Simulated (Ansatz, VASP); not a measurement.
## ZrB2: VASP beside Ansatz

```
CELL_PARAMETERS angstrom
3.06990 0.00000 0.00000
-1.53495 2.65861 0.00000
0.00000 0.00000 3.54700
ATOMIC_POSITIONS crystal
Zr 0.00000 0.00000 0.00000
B 0.33333 0.66667 0.50000
B 0.66667 0.33333 0.50000
```

Alike in both runs: task single point; functional LDA; k mesh 15 × 15 × 12; occupations gaussian, width 0.15 eV; no spin polarisation.

|  | VASP | Ansatz |
| --- | --- | --- |
| version | VASP 6.6.1 | Ansatz 0.2.0 |
| potentials or method | VASP PAW LDA potentials, release 64 (Zr_sv, B), cutoff 520 eV | scalar-relativistic, plane waves, PAW |
| valence electrons in the cell | 18 | 18 |

Ansatz gave:

| Property | Result |
| --- | --- |
| gap on the k mesh at the Fermi level (eV) | none |
| pressure (GPa) | 7.1 |
| traceless stress, the component that is largest in VASP (GPa) | -9.45 |

Estimate VASP's values.

gap on the k mesh at the Fermi level (eV): none; pressure (GPa): 7.7; traceless stress, the component that is largest in VASP (GPa): -9.40.

LDA's correlation is that of Perdew and Zunger in VASP and of Perdew and Wang (1992) in Ansatz. A gap of «none» marks a metal or a gap that the smearing closes.
